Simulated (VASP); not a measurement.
# Au (Im-3m) in VASP: further runs

The runs below take Au through single point, with LDA.

Everything below comes from runs of VASP 6.6.1. Logs are shortened: lines on timing, memory, paths and dates and some standing lists are left out, and cuts for length are marked.

## 1. The cell of the first run

Symmetry: Im-3m, No. 229, cubic system. Conventional cell: a = 2.867 Å, b = 2.867 Å, c = 2.867 Å, α = 90.00°, β = 90.00°, γ = 90.00°. Within 3.3 Å of Au (site symmetry m-3m) lie 14 Au at 2.48 to 2.87 Å.

## 2. Single point, LDA

Contents of INCAR:

```
PREC = Accurate ; ENCUT = 520
EDIFF = 1E-6 ; ISMEAR = -1
SIGMA = 0.05 ; LREAL = False
LASPH = True ; NELM = 80
ALGO = Normal ; ISIF = 2
LWAVE = False ; LCHARG = False
GGA = CA ; NBANDS = 12
```

Contents of KPOINTS:

```
regular mesh
0
Gamma
  19 19 19
```

Contents of POSCAR:

```
Au
1.0
   -1.4335760051      1.4335760051      1.4335760051
    1.4335760051     -1.4335760051      1.4335760051
    1.4335760051      1.4335760051     -1.4335760051
Au
1
Direct
    0.0000000000      0.0000000000      0.0000000000
```

Potentials or basis: VASP PAW LDA potentials, release 64 (Au).

Launch:

```
$ cat potpaw_LDA.64/Au/POTCAR > POTCAR
$ mpirun -np 1 vasp_std > vasp.out
```

OUTCAR:

```text
PREC = Accurate
   ENCUT = 520
   EDIFF = 1E-6
   ISMEAR = -1
   LREAL = False
   LASPH = True
   NELM = 80
   ISIF = 2
   GGA = CA

 ion  position               nearest neighbor table
   1  0.000  0.000  0.000-

  LATTYP: Found a body centered cubic cell.
 ALAT       =     2.8671520102

  Lattice vectors:

 A1 = (  -1.4335760051,   1.4335760051,   1.4335760051)
 A2 = (   1.4335760051,  -1.4335760051,   1.4335760051)
 A3 = (   1.4335760051,   1.4335760051,  -1.4335760051)

Analysis of symmetry for initial positions (statically):
=====================================================================
 Subroutine PRICEL returns:
 Original cell was already a primitive cell.

 Routine SETGRP: Setting up the symmetry group for a
 body centered cubic supercell.

 Subroutine GETGRP returns: Found 48 space group operations
 (whereof 48 operations were pure point group operations)
 out of a pool of 48 trial point group operations.

The static configuration has the point symmetry O_h .

Analysis of symmetry for dynamics (positions and initial velocities):
=====================================================================
 Subroutine PRICEL returns:
 Original cell was already a primitive cell.

 Routine SETGRP: Setting up the symmetry group for a
 body centered cubic supercell.

 Subroutine GETGRP returns: Found 48 space group operations
 (whereof 48 operations were pure point group operations)
 out of a pool of 48 trial point group operations.

The dynamic configuration has the point symmetry O_h .

 Subroutine INISYM returns: Found 48 space group operations
 (whereof 48 operations are pure point group operations),
 and found     1 'primitive' translations

----------------------------------------------------------------------------------------

                                     Primitive cell

  volume of cell :      11.7848

  direct lattice vectors                    reciprocal lattice vectors
    -1.433576005  1.433576005  1.433576005     0.000000000  0.348778159  0.348778159
     1.433576005 -1.433576005  1.433576005     0.348778159  0.000000000  0.348778159
     1.433576005  1.433576005 -1.433576005     0.348778159  0.348778159  0.000000000

  length of vectors
     2.483026477  2.483026477  2.483026477     0.493246803  0.493246803  0.493246803

  position of ions in fractional coordinates (direct lattice)
     0.000000000  0.000000000  0.000000000

  ion indices of the primitive-cell ions
   primitive index   ion index
                 1           1

----------------------------------------------------------------------------------------

 KPOINTS: regular mesh

Automatic generation of k-mesh.
 Grid dimensions read from file:
 generate k-points for:   19   19   19

 Generating k-lattice:

  Cartesian coordinates                     Fractional coordinates (reciprocal lattice)
     0.000000000  0.018356745  0.018356745     0.052631579  0.000000000  0.000000000
     0.018356745  0.000000000  0.018356745     0.000000000  0.052631579  0.000000000
     0.018356745  0.018356745  0.000000000     0.000000000  0.000000000  0.052631579

  Length of vectors
     0.025960358  0.025960358  0.025960358

  Shift w.r.t. Gamma in fractional coordinates (k-lattice)
     0.000000000  0.000000000  0.000000000

 Subroutine IBZKPT returns following result:
 ===========================================

 Found    220 irreducible k-points:

 Following reciprocal coordinates:
            Coordinates               Weight
  0.000000  0.000000  0.000000      1.000000
  0.052632  0.000000  0.000000     12.000000
  0.105263  0.000000  0.000000     12.000000
  0.157895  0.000000  0.000000     12.000000
  0.210526  0.000000  0.000000     12.000000
  0.263158  0.000000  0.000000     12.000000
[... 16 lines left out ...]
  0.263158  0.105263  0.000000     48.000000
  0.315789  0.105263  0.000000     48.000000
 [... further k-points ...]
   k-points           NKPTS =    220   k-points in BZ     NKDIM =    220   number of bands    NBANDS=     12
   number of dos      NEDOS =    301   number of ions     NIONS =      1
   total plane-waves  NPLWV =   5832
   dimension x,y,z NGX =    18 NGY =   18 NGZ =   18
   dimension x,y,z NGXF=    36 NGYF=   36 NGZF=   36
   ions per type =               1
   NGX,Y,Z   is equivalent  to a cutoff of  12.05, 12.05, 12.05 a.u.
   NGXF,Y,Z  is equivalent  to a cutoff of  24.10, 24.10, 24.10 a.u.
 SYSTEM =  unknown system
   PREC   = accura    normal or accurate (medium, high low for compatibility)
   ISTART =      0    job   : 0-new  1-cont  2-samecut
   ICHARG =      2    charge: 1-file 2-atom 10-const
   ISPIN  =      1    spin polarized calculation?
   LNONCOLLINEAR =      F non collinear calculations
   LSORBIT =      F    spin-orbit coupling
   LASPH  =      T    aspherical Exc in radial PAW
   ENCUT  =  520.0 eV  38.22 Ry    6.18 a.u.   4.62  4.62  4.62*2*pi/ulx,y,z
   NELM   =     80;   NELMIN=  2; NELMDL= -5     # of ELM steps
   EDIFF  = 0.1E-05   stopping-criterion for ELM
   LREAL  =      F    real-space projection
   EDIFFG = 0.1E-04   stopping-criterion for IOM
   NSW    =      0    number of steps for IOM
   IBRION =     -1    ionic relax: 0-MD 1-quasi-New 2-CG
   NFREE  =      0    steps in history (QN), initial steepest desc. (CG)
   ISIF   =      2    stress and relaxation
   ISYM   =      2    0-nonsym 1-usesym 2-fastsym
   POTIM  = 0.5000    time-step for ionic-motion
   TEBEG  =    0.0;   TEEND  =   0.0 temperature during run
   PSTRESS=    0.0 pullay stress
   NELECT =      11.0000    total number of electrons
   NUPDOWN=      -1.0000    fix difference up-down
   EMIN   =  10.00;   EMAX   =-10.00  energy-range for DOS
   EFERMI =   0.00;   METHOD = LEGACY
   ISMEAR =    -1;   SIGMA  =   0.05  broadening in eV -4-tet -1-fermi 0-gaus
   EFERMI_NEDOS =   21; number of points for ismear=-14 and -15
   IALGO  =     38    algorithm
   IMIX   =      4    mixing-type and parameters
     AMIX     =   0.40;   BMIX     =  1.00
     AMIX_MAG =   1.60;   BMIX_MAG =  1.00
  volume/ion in A,a.u.               =      11.78        79.53
  Fermi-wavevector in a.u.,A,eV,Ry     =   1.599920  3.023411 34.827443  2.559745
  Thomas-Fermi vector in A             =   2.697137
   LORBIT       =      0    0 simple, 1 ext, 2 COOP (PROOUT), +10 PAW based schemes
   GGA     = CA    functional components
   LHFCALC =     F    Hartree Fock is set to
   AEXX    =    0.0000 exact exchange contribution
   IVDW    =     0    specifies the selected vdW correction
   LEPSILON=     F    determine dielectric tensor
   LRPA    =     F    only Hartree local field effects (RPA)
 non-spin polarized calculation
  energy-cutoff  :      520.00
  volume of cell :       11.78
 maximum number of plane-waves:       331
   NGX =  9   NGY =  9   NGZ =  9

 number of electron      11.0000001 magnetization

 Free energy of the ion-electron system (eV)
  ---------------------------------------------------
  ext. energy  EPLUGINS =         0.00000000
  ---------------------------------------------------
  free energy    TOTEN  =        -2.59493614 eV

  energy without entropy =       -2.59256216  energy(sigma->0) =       -2.59374915

 E-fermi :  17.2533     XC(G=0): -15.2120

 val. band max:       17.2465225587   @ k =  -0.3684   0.4737   0.0526
 cond. band min:      17.2763487342   @ k =   0.2632   0.1579   0.0526
 fundamental gap:      0.0298261755
 Fermi energy:        17.2533199858

 k-point     1 :       0.0000    0.0000    0.0000
  band No.  band energies     occupation
      1       2.4626      2.00000
      2       9.3732      2.00000
      3       9.3732      2.00000
      4       9.3732      2.00000
      5      12.8311      2.00000
      6      12.8311      2.00000
      7      32.6512      0.00000
      8      32.6512      0.00000
      9      32.6512      0.00000
     10      46.3132      0.00000
     11      46.3132      0.00000
     12      48.6062      0.00000

 k-point     2 :       0.0526    0.0000    0.0000
  band No.  band energies     occupation
      1       2.6104      2.00000
      2       9.3077      2.00000
      3       9.3726      2.00000
      4       9.5007      2.00000
      5      12.7390      2.00000
      6      12.8349      2.00000
      7      32.7448      0.00000
      8      32.8721      0.00000
      9      32.8819      0.00000
     10      44.5981      0.00000
     11      45.5151      0.00000
     12      48.3593      0.00000

 k-point     3 :       0.1053    0.0000    0.0000
  band No.  band energies     occupation
      1       3.0388      2.00000
      2       9.1226      2.00000
      3       9.3627      2.00000
      4       9.8784      2.00000
      5      12.5174      2.00000
      6      12.8489      2.00000
      7      32.9587      0.00000
      8      33.4063      0.00000
      9      33.5600      0.00000
     10      42.4993      0.00000
     11      43.7807      0.00000
     12      47.4931      0.00000
[... 286 lines left out ...]
 k-point    23 :       0.2632    0.1053    0.0000
  band No.  band energies     occupation
      1       5.8572      2.00000
      2       7.9776      2.00000
      3       9.6734      2.00000
      4      12.1979      2.00000
      5      13.2922      2.00000
      6      14.2838      2.00000
      7      29.2655      0.00000
      8      31.2917      0.00000
      9      36.0923      0.00000
     10      38.5241      0.00000
     11      43.2678      0.00000
     12      45.0162      0.00000

 k-point    24 :       0.3158    0.1053    0.0000
  band No.  band energies     occupation
      1       5.8758      2.00000
      2       7.7399      2.00000
      3      10.6067      2.00000
      4      12.4608      2.00000
      5      13.4474      2.00000
      6      15.5657      2.00000
      7      26.9706      0.00000
      8      30.2789      0.00000
      9      34.6867      0.00000
     10      40.1387      0.00000
     11      43.3213      0.00000
     12      45.0104      0.00000

 [... further k-points ...]
[... 5 lines left out ...]
  --------------------------------------------------------------------------------------
  -------------------------------------------------------------------------------------
  Total       12.7153988     12.7153988     12.7153988     -0.0000000     -0.0000000     -0.0000000
  in kB     1728.6951202   1728.6951202   1728.6951202     -0.0000000     -0.0000000     -0.0000000
  external PRESSURE =    1728.6951202 kB  Pullay stress =       0.0000000 kB

 VOLUME and BASIS-vectors are now :
 -----------------------------------------------------------------------------
  energy-cutoff  :      520.00
  volume of cell :       11.78
      direct lattice vectors                 reciprocal lattice vectors
    -1.433576005  1.433576005  1.433576005     0.000000000  0.348778159  0.348778159
     1.433576005 -1.433576005  1.433576005     0.348778159  0.000000000  0.348778159
     1.433576005  1.433576005 -1.433576005     0.348778159  0.348778159  0.000000000

 POSITION                                       TOTAL-FORCE (eV/Angst)
 -----------------------------------------------------------------------------------
      0.00000      0.00000      0.00000         0.000000     -0.000000      0.000000
 -----------------------------------------------------------------------------------
    total drift:                               -0.000000      0.000000     -0.000000

  FREE ENERGIE OF THE ION-ELECTRON SYSTEM (eV)
  ---------------------------------------------------
  free  energy   TOTEN  =        -2.5949361446 eV

  energy  without entropy=       -2.5925621607  energy(sigma->0) =       -2.59374915
```

It took 18 s on 1 thread of Intel Xeon Platinum 8375C at 2.90GHz (Ice Lake), shared host; peak memory 0.14 GiB.

Results:

| Quantity | Value |
| --- | --- |
| Free energy | -2.5949 eV |
| Pressure | 172.9 GPa |

Caveat: spin-orbit coupling is left out, which moves the levels of the heavy elements.

## 3. Single point, LDA

Contents of INCAR:

```
PREC     = Accurate       # precision mode
ENCUT    = 520            # plane-wave cutoff, eV
EDIFF    = 1E-6           # SCF threshold, eV
ISMEAR   = -1             # smearing method
SIGMA    = 0.05           # smearing width, eV
LREAL    = F              # projectors in reciprocal space
LASPH    = T              # aspherical terms in the spheres
NELM     = 80             # most SCF steps
ALGO     = Normal         # electronic algorithm
ISIF     = 2              # what is computed and relaxed
LWAVE    = F              # write WAVECAR
LCHARG   = F              # write CHGCAR
NBANDS   = 12             # bands
```

KPOINTS is that of step 2.

POSCAR is that of step 2.

Potentials or basis: VASP PAW LDA potentials, release 64 (Au).

Launch:

```
$ cat potpaw_LDA.64/Au/POTCAR > POTCAR
$ mpirun -np 1 vasp_std > vasp.out
```

Run time: 16 s. Hardware: 1 thread of Intel Xeon Platinum 8375C at 2.90GHz (Ice Lake), shared host; peak memory 0.14 GiB.

The run converged. Its results:

```yaml
Free_energy: -2.5949 eV
Pressure: 172.9 GPa
```

Levels at points of the mesh, in eV from the Fermi level:
| k point | band 4 | band 5 | band 6 | band 7 | band 8 | band 9 |
| --- | --- | --- | --- | --- | --- | --- |
| (0.00, 0.00, 0.00) | -7.88 | -4.42 | -4.42 | 15.40 | 15.40 | 15.40 |

Caveat: spin-orbit coupling is left out, which moves the levels of the heavy elements.
